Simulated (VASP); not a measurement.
Here is a VASP 6.6.1 calculation.

File INCAR:

```
SYSTEM = Cs2InAgCl6
PREC = Accurate ; ENCUT = 520
EDIFF = 1E-6 ; ISMEAR = 1
SIGMA = 0.0815 ; LREAL = .FALSE.
LASPH = .TRUE. ; NELM = 100
ALGO = Normal ; ISIF = 2
LWAVE = .FALSE. ; LCHARG = .FALSE.
NBANDS = 53
```

File KPOINTS:

```
regular mesh
0
G
  3 2 2
  0 0 0
```

File POSCAR:

```
Cs2InAgCl6
1.0
    6.0359630000      0.2981000000     -0.4503220000
   -1.2455700000      6.8758700000     -0.8916440000
    1.0359610000      0.1010990000      6.8160310000
Cs In Ag Cl
2 1 1 6
Direct
    0.7620541152      0.2528409529      0.4109649519
    0.2645760867      0.5166421766      0.7978162555
    0.0839048696      0.8878358539      0.5537447997
    0.9336987874      0.6951690757      0.1839503724
    0.5768369167      0.8148246622      0.3428863330
    0.4560469406      0.9565166547      0.6944305721
    0.3107041632      0.4186276275      0.2444331213
    0.7929945462      0.6594998242      0.8314747910
    0.4062476812      0.0789966877      0.0331913383
   -0.0292231624      0.1148344034      0.8970909278
```

Potentials or basis: VASP PAW LDA potentials, release 64 (Cs_sv, In_d, Ag, Cl).

The run is started by

```console
$ cat potpaw_LDA.64/Cs_sv/POTCAR potpaw_LDA.64/In_d/POTCAR potpaw_LDA.64/Ag/POTCAR potpaw_LDA.64/Cl/POTCAR > POTCAR
$ mpirun -np 1 vasp_std > vasp.out
```

Task: What does it give for the pressure?

Result: -0.2 GPa.

Task: Predict the band gap on the k mesh.

Result: 0.49 eV, indirect (least direct gap 0.53 eV).

Task: What does it give for the largest force?

Result: 1.658 eV/Å.

Stress tensor (GPa, compression positive):
```
 2.60  0.37  0.21
 0.37  0.87 -0.98
 0.21 -0.98 -4.00
```

Caveat: the k points lie up to 0.46 Å⁻¹ apart; spin-orbit coupling is left out, which moves the levels of the heavy elements.
